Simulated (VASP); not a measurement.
# WS2 in VASP: further runs

WS2 is run at these levels: PBE+D3(BJ); tasks: single point.

Program: VASP 6.6.1. These are calculated values, not measurements. Logs are shortened: lines on timing, memory, paths and dates and some standing lists are left out, and cuts for length are marked.

## 1. The cell of the first run

The typed cell holds 12 atoms: a = 3.154 Å, b = 3.154 Å, c = 24.292 Å, α = 90.00°, β = 90.00°, γ = 120.00°.

## 2. Single point, PBE+D3(BJ)

Input file INCAR:

```
PREC = Accurate
ENCUT = 520
EDIFF = 1E-7
ISMEAR = 0
SIGMA = 0.02
LREAL = F
LASPH = T
NELM = 100
ALGO = Normal
ISIF = 2
LWAVE = F
LCHARG = F
GGA = PE
IVDW = 12
NBANDS = 64
```

Input file KPOINTS:

```
Automatic mesh
0
Gamma
  12 12 2
```

Input file POSCAR:

```
WS2
1.0
    3.1540961705      0.0000000000      0.0000000000
   -1.5770480853      2.7315274097      0.0000000000
    0.0000000000      0.0000000000     24.2917891391
W S
4 8
Direct
    0.6666666667      0.3333333333      0.3749831322
    0.6666666667      0.3333333333      0.8750006584
    0.3333333333      0.6666666667      0.1249993416
    0.3333333333      0.6666666667      0.6250168678
    0.6666666667      0.3333333333      0.0601751292
    0.6666666667      0.3333333333      0.5601920643
    0.3333333333      0.6666666667      0.3101582056
    0.3333333333      0.6666666667      0.8101759787
    0.6666666667      0.3333333333      0.1898240213
    0.6666666667      0.3333333333      0.6898417944
    0.3333333333      0.6666666667      0.4398079357
    0.3333333333      0.6666666667      0.9398248708
```

Potentials or basis: VASP PAW PBE potentials, release 64 (W_sv, S).

Started as:

```
$ cat potpaw_PBE.64/W_sv/POTCAR potpaw_PBE.64/S/POTCAR > POTCAR
$ mpirun -np 1 vasp_std > vasp.out
```

OUTCAR:

```text
PREC = Accurate
   ENCUT = 520
   EDIFF = 1E-7
   ISMEAR = 0
   LREAL = F
   LASPH = T
   NELM = 100
   ISIF = 2
   GGA = PE
   IVDW = 12
 IVDW          = 12

 ion  position               nearest neighbor table
   1  0.667  0.333  0.375-  11 2.41  11 2.41  11 2.41   7 2.41   7 2.41   7 2.41
   2  0.667  0.333  0.875-  12 2.41  12 2.41  12 2.41   8 2.41   8 2.41   8 2.41
   3  0.333  0.667  0.125-   5 2.41   5 2.41   5 2.41   9 2.41   9 2.41   9 2.41
   4  0.333  0.667  0.625-   6 2.41   6 2.41   6 2.41  10 2.41  10 2.41  10 2.41
   5  0.667  0.333  0.060-   3 2.41   3 2.41   3 2.41
   6  0.667  0.333  0.560-   4 2.41   4 2.41   4 2.41
   7  0.333  0.667  0.310-   1 2.41   1 2.41   1 2.41
   8  0.333  0.667  0.810-   2 2.41   2 2.41   2 2.41
   9  0.667  0.333  0.190-   3 2.41   3 2.41   3 2.41
  10  0.667  0.333  0.690-   4 2.41   4 2.41   4 2.41
  11  0.333  0.667  0.440-   1 2.41   1 2.41   1 2.41
  12  0.333  0.667  0.940-   2 2.41   2 2.41   2 2.41

  LATTYP: Found a hexagonal cell.
 ALAT       =     3.1540961705
 C/A-ratio  =     7.7016640667

  Lattice vectors:

 A1 = (   3.1540961705,   0.0000000000,   0.0000000000)
 A2 = (  -1.5770480853,   2.7315274097,   0.0000000000)
 A3 = (   0.0000000000,   0.0000000000,  24.2917891391)

Analysis of symmetry for initial positions (statically):
=====================================================================
 Subroutine PRICEL returns:
 Original cell was already a primitive cell.

 Routine SETGRP: Setting up the symmetry group for a
 hexagonal supercell.

 Subroutine GETGRP returns: Found 12 space group operations
 (whereof 12 operations were pure point group operations)
 out of a pool of 24 trial point group operations.

The static configuration has the point symmetry D_3d.

Analysis of symmetry for dynamics (positions and initial velocities):
=====================================================================
 Subroutine PRICEL returns:
 Original cell was already a primitive cell.

 Routine SETGRP: Setting up the symmetry group for a
 hexagonal supercell.

 Subroutine GETGRP returns: Found 12 space group operations
 (whereof 12 operations were pure point group operations)
 out of a pool of 24 trial point group operations.

The dynamic configuration has the point symmetry D_3d.

 Subroutine INISYM returns: Found 12 space group operations
 (whereof 12 operations are pure point group operations),
 and found     1 'primitive' translations

----------------------------------------------------------------------------------------

                                     Primitive cell

  volume of cell :     209.2859

  direct lattice vectors                    reciprocal lattice vectors
     3.154096170  0.000000000  0.000000000     0.317048037  0.183047770  0.000000000
    -1.577048085  2.731527410  0.000000000     0.000000000  0.366095539  0.000000000
     0.000000000  0.000000000 24.291789139     0.000000000  0.000000000  0.041166173

  length of vectors
     3.154096170  3.154096171 24.291789139     0.366095539  0.366095539  0.041166173

  position of ions in fractional coordinates (direct lattice)
     0.666666667  0.333333333  0.374983132
     0.666666667  0.333333333  0.875000658
     0.333333333  0.666666667  0.124999342
     0.333333333  0.666666667  0.625016868
     0.666666667  0.333333333  0.060175129
     0.666666667  0.333333333  0.560192064
     0.333333333  0.666666667  0.310158206
     0.333333333  0.666666667  0.810175979
     0.666666667  0.333333333  0.189824021
     0.666666667  0.333333333  0.689841794
     0.333333333  0.666666667  0.439807936
     0.333333333  0.666666667  0.939824871

  ion indices of the primitive-cell ions
   primitive index   ion index
                 1           1
                 2           2
                 3           3
                 4           4
                 5           5
                 6           6
                 7           7
                 8           8
                 9           9
                10          10
                11          11
                12          12

----------------------------------------------------------------------------------------

 KPOINTS: Automatic mesh

Automatic generation of k-mesh.
 Grid dimensions read from file:
 generate k-points for:   12   12    2

 Generating k-lattice:

  Cartesian coordinates                     Fractional coordinates (reciprocal lattice)
     0.026420670  0.015253981  0.000000000     0.083333333  0.000000000  0.000000000
     0.000000000  0.030507962  0.000000000     0.000000000  0.083333333  0.000000000
     0.000000000  0.000000000  0.020583087     0.000000000  0.000000000  0.500000000

  Length of vectors
     0.030507962  0.030507962  0.020583087

  Shift w.r.t. Gamma in fractional coordinates (k-lattice)
     0.000000000  0.000000000  0.000000000

 Subroutine IBZKPT returns following result:
 ===========================================

 Found     38 irreducible k-points:

 Following reciprocal coordinates:
            Coordinates               Weight
  0.000000  0.000000  0.000000      1.000000
  0.083333  0.000000  0.000000      6.000000
  0.166667  0.000000  0.000000      6.000000
  0.250000  0.000000  0.000000      6.000000
  0.333333  0.000000  0.000000      6.000000
  0.416667  0.000000  0.000000      6.000000
[... 16 lines left out ...]
  0.250000  0.000000  0.500000      6.000000
  0.333333  0.000000  0.500000      6.000000
 [... further k-points ...]
   k-points           NKPTS =     38   k-points in BZ     NKDIM =     38   number of bands    NBANDS=     64
   number of dos      NEDOS =    301   number of ions     NIONS =     12
   total plane-waves  NPLWV = 110592
   dimension x,y,z NGX =    24 NGY =   24 NGZ =  192
   dimension x,y,z NGXF=    48 NGYF=   48 NGZF=  384
   ions per type =               4   8
   NGX,Y,Z   is equivalent  to a cutoff of  12.65, 12.65, 13.14 a.u.
   NGXF,Y,Z  is equivalent  to a cutoff of  25.30, 25.30, 26.28 a.u.
 SYSTEM =  unknown system
   PREC   = accura    normal or accurate (medium, high low for compatibility)
   ISTART =      0    job   : 0-new  1-cont  2-samecut
   ICHARG =      2    charge: 1-file 2-atom 10-const
   ISPIN  =      1    spin polarized calculation?
   LNONCOLLINEAR =      F non collinear calculations
   LSORBIT =      F    spin-orbit coupling
   LASPH  =      T    aspherical Exc in radial PAW
   ENCUT  =  520.0 eV  38.22 Ry    6.18 a.u.   5.86  5.86 45.17*2*pi/ulx,y,z
   NELM   =    100;   NELMIN=  2; NELMDL= -5     # of ELM steps
   EDIFF  = 0.1E-06   stopping-criterion for ELM
   LREAL  =      F    real-space projection
   EDIFFG = 0.1E-05   stopping-criterion for IOM
   NSW    =      0    number of steps for IOM
   IBRION =     -1    ionic relax: 0-MD 1-quasi-New 2-CG
   NFREE  =      0    steps in history (QN), initial steepest desc. (CG)
   ISIF   =      2    stress and relaxation
   ISYM   =      2    0-nonsym 1-usesym 2-fastsym
   POTIM  = 0.5000    time-step for ionic-motion
   TEBEG  =    0.0;   TEEND  =   0.0 temperature during run
   PSTRESS=    0.0 pullay stress
   NELECT =     104.0000    total number of electrons
   NUPDOWN=      -1.0000    fix difference up-down
   EMIN   =  10.00;   EMAX   =-10.00  energy-range for DOS
   EFERMI =   0.00;   METHOD = LEGACY
   ISMEAR =     0;   SIGMA  =   0.02  broadening in eV -4-tet -1-fermi 0-gaus
   EFERMI_NEDOS =   21; number of points for ismear=-14 and -15
   IALGO  =     38    algorithm
   IMIX   =      4    mixing-type and parameters
     AMIX     =   0.40;   BMIX     =  1.00
     AMIX_MAG =   1.60;   BMIX_MAG =  1.00
  volume/ion in A,a.u.               =      17.44       117.69
  Fermi-wavevector in a.u.,A,eV,Ry     =   1.296699  2.450406 22.877232  1.681429
  Thomas-Fermi vector in A             =   2.428139
   LORBIT       =      0    0 simple, 1 ext, 2 COOP (PROOUT), +10 PAW based schemes
   GGA     = PE    functional components
   LHFCALC =     F    Hartree Fock is set to
   AEXX    =    0.0000 exact exchange contribution
   IVDW    =    12    specifies the selected vdW correction
   LEPSILON=     F    determine dielectric tensor
   LRPA    =     F    only Hartree local field effects (RPA)
 non-spin polarized calculation
 Gauss-broadening in eV      SIGMA  =   0.02
  energy-cutoff  :      520.00
  volume of cell :      209.29
 maximum number of plane-waves:      5686
 NGX is ok and might be reduce to    24
   NGX = 11   NGY = 11   NGZ = 91

 number of electron     103.9999975 magnetization

 Free energy of the ion-electron system (eV)
  ---------------------------------------------------
  ext. energy  EPLUGINS =         0.00000000
  ---------------------------------------------------
  free energy    TOTEN  =       -94.38088728 eV

  energy without entropy =      -94.38088728  energy(sigma->0) =      -94.38088728

 E-fermi :   7.9919     XC(G=0): -11.0754

 val. band max:        7.7237071039   @ k =   0.0000   0.0000   0.0000
 cond. band min:       8.6326775555   @ k =   0.1667   0.1667   0.0000
 fundamental gap:      0.9089704516
 Fermi energy:         7.9918673765

 k-point     1 :       0.0000    0.0000    0.0000
  band No.  band energies     occupation
      1     -66.9244      2.00000
      2     -66.9244      2.00000
      3     -66.9244      2.00000
      4     -66.9244      2.00000
      5     -31.1819      2.00000
      6     -31.1819      2.00000
[... 56 lines left out ...]
     63      10.1415      0.00000
     64      10.1432      0.00000

 k-point     2 :       0.0833    0.0000    0.0000
  band No.  band energies     occupation
      1     -66.9231      2.00000
      2     -66.9231      2.00000
      3     -66.9231      2.00000
      4     -66.9231      2.00000
      5     -31.1774      2.00000
      6     -31.1773      2.00000
[... 1530 lines left out ...]
     63      11.2211      0.00000
     64      11.2225      0.00000

 [... further k-points ...]

------------------------ aborting loop because EDIFF is reached ----------------------------------------

 Edisp (eV)   -5.21912

 E8    (eV) :    -2.1933

  FORCE on cell =-STRESS in cart. coord.  units (eV):
  Direction    XX          YY          ZZ          XY          YZ          ZX
  --------------------------------------------------------------------------------------
  -------------------------------------------------------------------------------------
  Total      -0.04829    -0.04829    -0.07429     0.00000     0.00000    -0.00000
  in kB      -0.36971    -0.36971    -0.56874     0.00000     0.00000    -0.00000
  external pressure =       -0.44 kB  Pullay stress =        0.00 kB

 VOLUME and BASIS-vectors are now :
 -----------------------------------------------------------------------------
  energy-cutoff  :      520.00
  volume of cell :      209.29
      direct lattice vectors                 reciprocal lattice vectors
     3.154096170  0.000000000  0.000000000     0.317048037  0.183047770  0.000000000
    -1.577048085  2.731527410  0.000000000     0.000000000  0.366095539  0.000000000
     0.000000000  0.000000000 24.291789139     0.000000000  0.000000000  0.041166173

 POSITION                                       TOTAL-FORCE (eV/Angst)
 -----------------------------------------------------------------------------------
      1.57705      0.91051      9.10901        -0.000000      0.000000      0.000082
      1.57705      0.91051     21.25533         0.000000      0.000000     -0.000142
     -0.00000      1.82102      3.03646        -0.000000     -0.000000      0.000142
     -0.00000      1.82102     15.18278         0.000000      0.000000     -0.000082
      1.57705      0.91051      1.46176         0.000000     -0.000000     -0.004432
      1.57705      0.91051     13.60807        -0.000000      0.000000     -0.004565
     -0.00000      1.82102      7.53430        -0.000000     -0.000000     -0.003927
     -0.00000      1.82102     19.68062        -0.000000      0.000000     -0.004060
      1.57705      0.91051      4.61117         0.000000     -0.000000      0.004060
      1.57705      0.91051     16.75749        -0.000000      0.000000      0.003927
     -0.00000      1.82102     10.68372        -0.000000      0.000000      0.004565
     -0.00000      1.82102     22.83003         0.000000      0.000000      0.004432
 -----------------------------------------------------------------------------------
    total drift:                               -0.000000     -0.000000      0.000000

  FREE ENERGIE OF THE ION-ELECTRON SYSTEM (eV)
  ---------------------------------------------------
  free  energy   TOTEN  =       -99.6000061570 eV

  energy  without entropy=      -99.6000061570  energy(sigma->0) =      -99.60000616
```

Run time: 6.1 min. Hardware: 1 thread of Intel Xeon 6975P-C (Granite Rapids), shared host; peak memory 0.55 GiB.

What came out:

| Item | Value |
| --- | --- |
| Free energy | -99.6000 eV |
| Pressure | 0.0 GPa |
| Largest force | 0.005 eV/Å |
| Band gap on the k mesh | 0.91 eV |
| Dispersion energy per atom | -0.435 eV |

Forces on the atoms (eV/Å):
```
W    0.000  0.000  0.000
W    0.000  0.000  0.000
W    0.000  0.000  0.000
W    0.000  0.000  0.000
S    0.000  0.000 -0.004
S    0.000  0.000 -0.005
S    0.000  0.000 -0.004
S    0.000  0.000 -0.004
S    0.000  0.000  0.004
S    0.000  0.000  0.004
S    0.000  0.000  0.005
S    0.000  0.000  0.004
```

Caveat: spin-orbit coupling is left out, which moves the levels of the heavy elements. A k mesh can miss the band edges.

## 3. Single point, PBE+D3(BJ)

Input file INCAR:

```
ALGO = Normal
EDIFF = 1E-6
ENCUT = 520
GGA = PE
ISIF = 2
ISMEAR = 0
IVDW = 12
LASPH = True
LCHARG = False
LREAL = False
LWAVE = False
NBANDS = 64
NELM = 100
PREC = Accurate
SIGMA = 0.02
```

Input file KPOINTS:

```
k-points
0
Gamma
  12 12 1
```

POSCAR is that of step 2.

Potentials or basis: VASP PAW PBE potentials, release 64 (W_sv, S).

Started as:

```
$ cat potpaw_PBE.64/W_sv/POTCAR potpaw_PBE.64/S/POTCAR > POTCAR
$ mpirun -np 1 vasp_std > vasp.out
```

OUTCAR:

```text
EDIFF = 1E-6
   ENCUT = 520
   GGA = PE
   ISIF = 2
   ISMEAR = 0
   IVDW = 12
   LASPH = True
   LREAL = False
   NELM = 100
   PREC = Accurate
 IVDW          = 12

 ion  position               nearest neighbor table
   1  0.667  0.333  0.375-  11 2.41  11 2.41  11 2.41   7 2.41   7 2.41   7 2.41
   2  0.667  0.333  0.875-  12 2.41  12 2.41  12 2.41   8 2.41   8 2.41   8 2.41
   3  0.333  0.667  0.125-   5 2.41   5 2.41   5 2.41   9 2.41   9 2.41   9 2.41
[... 1502 lines left out ...]

 VOLUME and BASIS-vectors are now :
 -----------------------------------------------------------------------------
  energy-cutoff  :      520.00
  volume of cell :      209.29
      direct lattice vectors                 reciprocal lattice vectors
     3.154096170  0.000000000  0.000000000     0.317048037  0.183047770  0.000000000
    -1.577048085  2.731527410  0.000000000     0.000000000  0.366095539  0.000000000
     0.000000000  0.000000000 24.291789139     0.000000000  0.000000000  0.041166173

 POSITION                                       TOTAL-FORCE (eV/Angst)
 -----------------------------------------------------------------------------------
      1.57705      0.91051      9.10901        -0.000000      0.000000      0.000079
      1.57705      0.91051     21.25533         0.000000      0.000000     -0.000139
     -0.00000      1.82102      3.03646         0.000000     -0.000000      0.000139
     -0.00000      1.82102     15.18278        -0.000000      0.000000     -0.000079
      1.57705      0.91051      1.46176         0.000000      0.000000     -0.004356
      1.57705      0.91051     13.60807         0.000000     -0.000000     -0.004482
     -0.00000      1.82102      7.53430         0.000000     -0.000000     -0.003839
     -0.00000      1.82102     19.68062         0.000000     -0.000000     -0.003990
      1.57705      0.91051      4.61117         0.000000     -0.000000      0.003990
      1.57705      0.91051     16.75749        -0.000000      0.000000      0.003839
     -0.00000      1.82102     10.68372         0.000000      0.000000      0.004482
     -0.00000      1.82102     22.83003        -0.000000     -0.000000      0.004356
 -----------------------------------------------------------------------------------
    total drift:                               -0.000000      0.000000      0.000000

  FREE ENERGIE OF THE ION-ELECTRON SYSTEM (eV)
  ---------------------------------------------------
  free  energy   TOTEN  =       -99.5995677600 eV

  energy  without entropy=      -99.5995677600  energy(sigma->0) =      -99.59956776
```

Wall time 2.4 min (1 thread of Intel Xeon 6975P-C (Granite Rapids), shared host); peak memory 0.42 GiB.

What came out:

```
Free energy                : -99.5996 eV
Pressure                   : 0.0 GPa
Largest force              : 0.004 eV/Å
Band gap on the k mesh     : 0.91 eV
Dispersion energy per atom : -0.435 eV
```

Forces in eV/Å, atoms in the order of the input:
```
W    0.000  0.000  0.000
W    0.000  0.000  0.000
W    0.000  0.000  0.000
W    0.000  0.000  0.000
S    0.000  0.000 -0.004
S    0.000  0.000 -0.004
S    0.000  0.000 -0.004
S    0.000  0.000 -0.004
S    0.000  0.000  0.004
S    0.000  0.000  0.004
S    0.000  0.000  0.004
S    0.000  0.000  0.004
```

Levels at points of the mesh, in eV from the valence-band top:
```
           k point  band 48  band 49  band 50  band 51  band 52  band 53  band 54  band 55  band 56  band 57
(0.00, 0.00, 0.00)    -1.42    -1.28    -0.31    -0.31     0.00     2.25     2.25     2.25     2.25     2.26
(0.50, 0.00, 0.00)    -1.78    -1.78    -1.65    -1.65    -1.56     2.29     2.31     2.31     2.34     2.55
```

Caveat: spin-orbit coupling is left out, which moves the levels of the heavy elements. A k mesh can miss the band edges.
